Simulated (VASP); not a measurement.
**BaTiO3: single point with PBE**

BaTiO3:

```
Ba Ti O
1.0
     3.93419    0.00000    0.00000
     0.00000    3.99410    0.00000
     0.00000    0.00000    3.99410
Ba Ti O
1 1 3
Direct
  0.00000 0.00000 0.00000
  0.50000 0.50000 0.50000
  0.50000 0.50000 0.00000
  0.50000 0.00000 0.50000
  0.00000 0.50000 0.50000
```

This cell differs from its parent crystal: uniaxial x strain -1.5%.

```json
{
 "Program": "VASP 6.6.1",
 "Task": "single point",
 "Functional": "PBE",
 "Potentials or basis": "VASP PAW PBE potentials, release 64 (Ba_sv, Ti_sv, O)",
 "Cutoff": "520 eV",
 "k mesh": "6 × 6 × 6",
 "Occupations": "fermi-dirac, width 0.02 eV",
 "Spin": "no spin polarisation"
}
```

```json
{
 "Pressure": "8.0 GPa",
 "Band gap on the k mesh": "1.75 eV, indirect (least direct gap 1.88 eV)"
}
```

Stress tensor (GPa, compression positive):
```
10.19  0.00  0.00
 0.00  6.85  0.00
 0.00  0.00  6.85
```

Levels at points of the mesh, in eV from the valence-band top:
| k point | band 17 | band 18 | band 19 | band 20 | band 21 | band 22 | band 23 | band 24 |
| --- | --- | --- | --- | --- | --- | --- | --- | --- |
| (0.00, 0.00, 0.00) | -1.10 | -0.14 | -0.14 | -0.12 | 1.75 | 1.78 | 1.78 | 3.98 |
| (0.50, 0.00, 0.00) | -1.98 | -1.96 | -0.74 | -0.74 | 1.94 | 3.67 | 3.67 | 3.99 |
| (0.00, 0.50, 0.00) | -1.81 | -1.81 | -0.73 | -0.71 | 1.95 | 3.53 | 3.54 | 4.07 |
| (0.50, 0.50, 0.00) | -1.72 | -0.83 | -0.83 | -0.09 | 3.54 | 3.68 | 4.04 | 4.87 |
| (0.00, 0.50, 0.50) | -1.72 | -0.96 | -0.96 | -0.14 | 3.55 | 3.55 | 3.96 | 5.03 |
| (0.50, 0.50, 0.50) | -2.31 | -0.04 | 0.00 | 0.00 | 4.23 | 4.31 | 4.31 | 6.75 |

It took 72 s on 1 thread of Intel Xeon 6975P-C, with other jobs on the host, peak memory 0.22 GiB.

Caveat: the cell differs from its parent crystal (uniaxial x strain -1.5%); spin-orbit coupling is left out, which moves the levels of the heavy elements. A k mesh can miss the band edges.
